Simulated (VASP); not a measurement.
A run of VASP 6.6.1 is set up as follows.

File INCAR:

```
  ALGO = Normal
  EDIFF = 1E-6
  ENCUT = 520
  GGA = PE
  ISIF = 2
  ISMEAR = 0
  LASPH = True
  LCHARG = False
  LREAL = False
  LWAVE = False
  NBANDS = 44
  NELM = 100
  PREC = Accurate
  SIGMA = 0.1
```

File KPOINTS:

```
k-points
0
Gamma
  3 3 3
```

POSCAR

```
GaPbF6
1.0
   -0.0009480000      4.2134280000      4.1316130000
    4.0747380000     -0.0625120000      4.1931770000
    4.1276520000      4.3279060000     -0.1154260000
F Ga Pb
6 1 1
Direct
    0.7443433298      0.2558170995      0.2569867763
    0.2586602376      0.7355139390      0.2544845382
    0.2561375257      0.7467694674      0.7455138883
    0.7475561451      0.2594369350      0.7345110841
    0.2410247426      0.2550007879      0.7499731302
    0.7490492483      0.7344034282      0.2533153334
    0.5002574012      0.5032286686      0.4999901313
    1.0007502189     -0.0015228762      0.0068002421
```

Potentials or basis: VASP PAW PBE potentials, release 64 (F, Ga_d, Pb_d).

Launch:

```console
$ cat potpaw_PBE.64/F/POTCAR potpaw_PBE.64/Ga_d/POTCAR potpaw_PBE.64/Pb_d/POTCAR > POTCAR
$ mpirun -np 1 vasp_std > vasp.out
```

(1) Estimate the pressure.

(2) Estimate the largest force.

## Answers

(1) -0.5 GPa.

(2) 2.452 eV/Å.

Caveat: the k points lie up to 0.44 Å⁻¹ apart; spin-orbit coupling is left out, which moves the levels of the heavy elements; an odd number of electrons without spin polarisation forces a metal; a magnetic or distorted state may lie lower.
